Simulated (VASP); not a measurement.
Wanted: the native input for a VASP 6.6.1 run.

```
Task                   : single point
Functional             : PBE
Potentials or basis    : VASP PAW PBE potentials, release 64 (Mo_sv)
Cutoff                 : 520 eV
k mesh                 : 22 × 22 × 22
Occupations            : gaussian, width 0.15 eV
Spin                   : no spin polarisation
Dipole correction      : no
Further INCAR settings : ALGO = Fast; EDIFF = 1e-06; NBANDS = 13
```

The structure of Mo lies in POSCAR:

```
Mo
1.0
   -0.7232904762      1.7026376680      1.7026376680
    1.7026376680     -0.7232904762      1.7026376680
    1.7026376680      1.7026376680     -0.7232904762
Mo
1
Direct
    0.0000000000      0.0000000000      0.0000000000
```

These files were run (other wordings do the same):

INCAR

```
SYSTEM = Mo
PREC = Accurate
ENCUT = 520
EDIFF = 1E-6
ISMEAR = 0
SIGMA = 0.15
LREAL = .FALSE.
LASPH = .TRUE.
NELM = 80
ALGO = Fast
ISIF = 2
LWAVE = .FALSE.
LCHARG = .FALSE.
GGA = PE
NBANDS = 13
```

KPOINTS

```
Automatic mesh
0
G
  22 22 22
  0 0 0
```

Potentials or basis: VASP PAW PBE potentials, release 64 (Mo_sv).

Command:

```sh
$ cat potpaw_PBE.64/Mo_sv/POTCAR > POTCAR
$ mpirun -np 1 vasp_std > vasp.out
```

Results of the run:

```
Pressure               : 24.7 GPa
Band gap on the k mesh : zero (bands 7 and 8 overlap by 2.81 eV)
```

Caveat: the cell stands under pressure.

It took 61 s on 1 thread of AMD EPYC 9R45 96-Core Processor (Zen 5) (shared host), peak memory 0.26 GiB.
